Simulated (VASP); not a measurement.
Write the native input for VASP 6.6.1 that does the following.

* Task: single point
* Functional: PBE
* Potentials or basis: VASP PAW PBE potentials, release 64 (Sb)
* Cutoff: 520 eV
* k mesh: 13 × 13 × 13
* Occupations: fermi-dirac, width 0.05 eV
* Spin: no spin polarisation
* Dipole correction: no
* Further INCAR settings: ALGO = Normal; EDIFF = 1e-07; NBANDS = 8

The structure of Sb lies in POSCAR:

```
Sb
1.0
    3.1072664683      0.0000000000      0.0000000000
    0.0000000000      3.1072664683      0.0000000000
    0.0000000000      0.0000000000      3.1072664683
Sb
1
Direct
    0.0000000000      0.0000000000      0.0000000000
```

This isn't the form of Sb at room conditions, which is rhombohedral.

One way to write it, as run:

INCAR

```
SYSTEM = Sb
ALGO     = Normal         ! electronic algorithm
EDIFF    = 1E-7           ! SCF threshold, eV
ENCUT    = 520            ! plane-wave cutoff, eV
GGA      = PE             ! functional
ISIF     = 2              ! what is computed and relaxed
ISMEAR   = -1             ! smearing method
LASPH    = .TRUE.         ! aspherical terms in the spheres
LCHARG   = .FALSE.        ! write CHGCAR
LREAL    = .FALSE.        ! projectors in reciprocal space
LWAVE    = .FALSE.        ! write WAVECAR
NBANDS   = 8              ! bands
NELM     = 80             ! most SCF steps
PREC     = Accurate       ! precision mode
SIGMA    = 0.05           ! smearing width, eV
```

KPOINTS

```
k-points
0
G
  13 13 13
  0 0 0
```

Potentials or basis: VASP PAW PBE potentials, release 64 (Sb).

The run is started by

```sh
$ cat potpaw_PBE.64/Sb/POTCAR > POTCAR
$ mpirun -np 1 vasp_std > vasp.out
```

Results of the run:

```
Pressure               : 0.0 GPa
Band gap on the k mesh : zero (an odd number of electrons rules out a gap without spin polarisation)
```

Caveat: spin-orbit coupling is left out, which moves the levels of the heavy elements.

Wall time 16 s on 1 thread of AMD EPYC 7R13 (shared host), peak memory 0.12 GiB.
